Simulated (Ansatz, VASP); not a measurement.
Cd: VASP beside Ansatz

INCAR

```
PREC = Accurate ; ENCUT = 630
EDIFF = 1E-6 ; ISMEAR = 0
SIGMA = 0.15 ; LREAL = False
LASPH = True ; NELM = 120
ALGO = Normal ; ISIF = 2
LWAVE = False ; LCHARG = True
GGA = PS ; LELF = True
LVHAR = True ; NBANDS = 27
GGA_COMPAT = False
```

File KPOINTS:

```
regular mesh
0
Gamma
  18 18 8
```

File POSCAR:

```
Cd
1.0
    2.8299288827      0.0000000000      0.0000000000
   -1.4149644413      2.4507903033      0.0000000000
    0.0000000000      0.0000000000      5.4772087500
Cd
2
Direct
    0.3333333333      0.6666666667      0.2500000000
    0.6666666667      0.3333333333      0.7500000000
```

Input for Ansatz:

```yaml
crystal:
  lattice:
    - [2.8299288827, 0.0, 0.0]
    - [-1.4149644413, 2.4507903033, 0.0]
    - [0.0, 0.0, 5.47720875]
  atoms:
    - { symbol: Cd, position: [0.3333333333, 0.6666666667, 0.25] }
    - { symbol: Cd, position: [0.6666666667, 0.3333333333, 0.75] }
basis:
  ecutwfc: 420
kpoints:
  mp_grid: { grid: [18, 18, 8] }
hamiltonian:
  xc: pbesol
scf:
  occupations: { method: gaussian, width: 0.15 }
output:
  forces: true
  stress: true
  eigenvalues: true
```

Change from the starting cell: strain -0.050 along x and y, -0.025 along z, atoms carried along.

Alike in both runs: task single point; functional PBEsol; k mesh 18 × 18 × 8; occupations gaussian, width 0.15 eV; no spin polarisation.

|  | VASP | Ansatz |
| --- | --- | --- |
| version | VASP 6.6.1 | Ansatz 0.2.0 |
| potentials or method | VASP PAW PBE potentials, release 64 (Cd_sv_GW), cutoff 630 eV | scalar-relativistic, plane waves, PAW |
| valence electrons in the cell | 40 | 40 |

VASP gave:

```
gap on the k mesh at the Fermi level (eV)                     : none
pressure (GPa)                                                : 8.9
traceless stress, the component that is largest in VASP (GPa) : -3.83
```

Q: Estimate Ansatz's values.

A: gap on the k mesh at the Fermi level (eV): none; pressure (GPa): 9.2; traceless stress, the component that is largest in VASP (GPa): -3.83.

VASP's potentials were made for PBE, not for PBEsol. A gap of «none» marks a metal or a gap that the smearing closes.
